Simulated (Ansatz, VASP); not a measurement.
ZrNbGe2: VASP beside Ansatz

The input INCAR:

```
SYSTEM = ZrNbGe2
PREC = Accurate
ENCUT = 600
EDIFF = 1E-7
ISMEAR = 0
SIGMA = 0.1
LREAL = .False.
LASPH = .True.
NELM = 60
ALGO = Normal
ISIF = 3
LWAVE = .False.
LCHARG = .False.
GGA = PE
IBRION = 2
NSW = 100
EDIFFG = -0.01
```

The input KPOINTS:

```
Automatic mesh
0
Gamma
  12 12 8
  0 0 0
```

Contents of POSCAR:

```
ZrNbGe2
1.0
    4.4469129475      0.0000000000      0.0000000000
   -2.2234564737      3.8511395809      0.0000000000
    0.0000000000      0.0000000000      5.6161353244
Zr Nb Ge
1 1 2
Direct
    0.0000000000      0.0000000000      0.1314263851
    0.0000000000      0.0000000000      0.6814416534
    0.3333333333      0.6666666667      0.8764189508
    0.6666666667      0.3333333333      0.8764189508
```

Input for Ansatz:

```yaml
crystal:
  lattice:
    - [4.4469129475, 0.0, 0.0]
    - [-2.2234564737, 3.8511395809, 0.0]
    - [0.0, 0.0, 5.6161353244]
  atoms:
    - { symbol: Zr, position: [0.0, 0.0, 0.1314263851] }
    - { symbol: Nb, position: [0.0, 0.0, 0.6814416534] }
    - { symbol: Ge, position: [0.3333333333, 0.6666666667, 0.8764189508] }
    - { symbol: Ge, position: [0.6666666667, 0.3333333333, 0.8764189508] }
basis:
  ecutwfc: 420
kpoints:
  mp_grid: { grid: [12, 12, 8] }
hamiltonian:
  xc: pbe
scf:
  occupations: { method: gaussian, width: 0.1 }
output:
  forces: true
  stress: true
  eigenvalues: true
relax:
  adjacent_minimum: "off"
  f_tol: 0.01
  max_steps: 80
  cell: { stress_tol: 0.05 }
```

Alike in both runs: task relaxation of cell and atoms; functional PBE; k mesh 12 × 12 × 8; occupations gaussian, width 0.1 eV; no spin polarisation.

|  | VASP | Ansatz |
| --- | --- | --- |
| version | VASP 6.6.1 | Ansatz 0.2.0 |
| potentials or method | VASP PAW PBE potentials, release 64 (Zr_sv, Nb_sv, Ge_d), cutoff 600 eV | scalar-relativistic, plane waves, PAW |
| valence electrons in the cell | 53 | 53 |

```tsv
	VASP	Ansatz	Ansatz less VASP
gap on the k mesh at the Fermi level, each at its own relaxed structure (eV)	none	none	-
relaxed volume (Å³/atom)	24.15	24.17	+0.019
relaxed length of the cell vector where the two differ most in proportion (Å)	4.449	4.450	+0.0012
```

A gap of «none» marks a metal or a gap that the smearing closes.
